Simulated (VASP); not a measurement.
MgF2: single point with PBEsol

Crystal: MgF2.

```
CELL_PARAMETERS angstrom
4.60454 0.00000 0.00000
0.00000 4.60454 0.00000
0.00000 0.00000 3.07918
ATOMIC_POSITIONS crystal
Mg 0.00000 0.00000 0.00000
Mg 0.50000 0.50000 0.50000
F 0.30600 0.30600 0.00000
F 0.19400 0.80600 0.50000
F 0.69400 0.69400 0.00000
F 0.80600 0.19400 0.50000
```

```json
{
 "Program": "VASP 6.6.1",
 "Task": "single point",
 "Functional": "PBEsol",
 "Potentials or basis": "VASP PAW PBE potentials, release 64 (Mg, F)",
 "Cutoff": "600 eV",
 "k mesh": "4 × 4 × 6",
 "Occupations": "gaussian, width 0.1 eV",
 "Spin": "no spin polarisation",
 "Dipole correction": "no",
 "Further INCAR settings": "ALGO = Normal; EDIFF = 1e-06; NBANDS = 25"
}
```

```
Pressure               : 0.1 GPa
Largest force          : 0.188 eV/Å
Band gap on the k mesh : 6.92 eV
```

Forces on the atoms (eV/Å):
```
Mg   0.000  0.000  0.000
Mg   0.000  0.000  0.000
F   -0.133 -0.133  0.000
F    0.133 -0.133  0.000
F    0.133  0.133  0.000
F   -0.133  0.133  0.000
```

Stress tensor (GPa, compression positive):
```
 0.49  0.00  0.00
 0.00  0.49  0.00
 0.00  0.00 -0.61
```

Levels at points of the mesh, in eV from the valence-band top:
```
           k point  band 13  band 14  band 15  band 16  band 17  band 18  band 19  band 20
(0.00, 0.00, 0.00)    -0.78    -0.29    -0.29     0.00     6.92    12.04    12.04    13.40
(0.50, 0.00, 0.00)    -1.02    -1.02    -0.38    -0.38     9.35     9.35    13.24    13.24
(0.50, 0.50, 0.00)    -0.88    -0.88    -0.75    -0.75    11.08    11.08    11.10    11.10
(0.00, 0.00, 0.50)    -1.15    -1.15    -0.87    -0.87    11.61    11.61    14.68    14.68
(0.50, 0.00, 0.50)    -0.73    -0.73    -0.66    -0.66    12.55    12.55    13.23    13.23
(0.50, 0.50, 0.50)    -0.59    -0.59    -0.49    -0.49    13.06    13.06    13.29    13.29
```

It took 19 s on 1 thread of Intel(R) Xeon(R) 6975P-C (Granite Rapids), with other jobs on the host, peak memory 0.21 GiB.

Caveat: the PAW data sets were made with another functional, which shifts forces and pressure a little.
